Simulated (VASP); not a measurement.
HfMo: single point with PBEsol

The system is HfMo.

```
Hf Mo
1.0
     1.67120   -2.47247    0.00000
     1.67120    2.47247    0.00000
     0.00000    0.00000    4.44701
Hf Mo
1 1
Direct
  0.99106 0.98869 0.00228
  0.49411 0.49453 0.51419
```

```json
{
 "Program": "VASP 6.6.1",
 "Task": "single point",
 "Functional": "PBEsol",
 "Potentials or basis": "VASP PAW PBE potentials, release 64 (Hf_pv, Mo_sv)",
 "Cutoff": "500 eV",
 "k mesh": "7 × 7 × 5",
 "Occupations": "methfessel-paxton, width 0.1 eV",
 "Spin": "no spin polarisation",
 "Dipole correction": "no",
 "Further INCAR settings": "ALGO = Normal; EDIFF = 1e-06; NBANDS = 19"
}
```

```yaml
Pressure: -5.9 GPa
Largest_force: 0.373 eV/Å
Band_gap_on_the_k_mesh: zero (bands 12 and 13 overlap by 1.75 eV)
```

Forces in eV/Å, atoms in the order of the input:
```
Hf   0.095  0.012  0.361
Mo  -0.095 -0.012 -0.361
```

Stress tensor (GPa, compression positive):
```
-5.53  0.00  0.08
 0.00 -6.39  0.00
 0.08  0.00 -5.71
```

Levels at points of the mesh, in eV from the Fermi level:
```tsv
k point	band 9	band 10	band 11	band 12	band 13	band 14	band 15	band 16
(0.00, 0.00, 0.00)	-3.91	-1.64	-0.46	0.03	1.57	1.88	2.51	2.85
```

Run time: 87 s on 1 thread of Oxide Virtual Turin-like Processor (shared host), peak memory 0.18 GiB.

Caveat: the cell stands under tension; the PAW data sets were made with another functional, which shifts forces and pressure a little; spin-orbit coupling is left out, which moves the levels of the heavy elements.
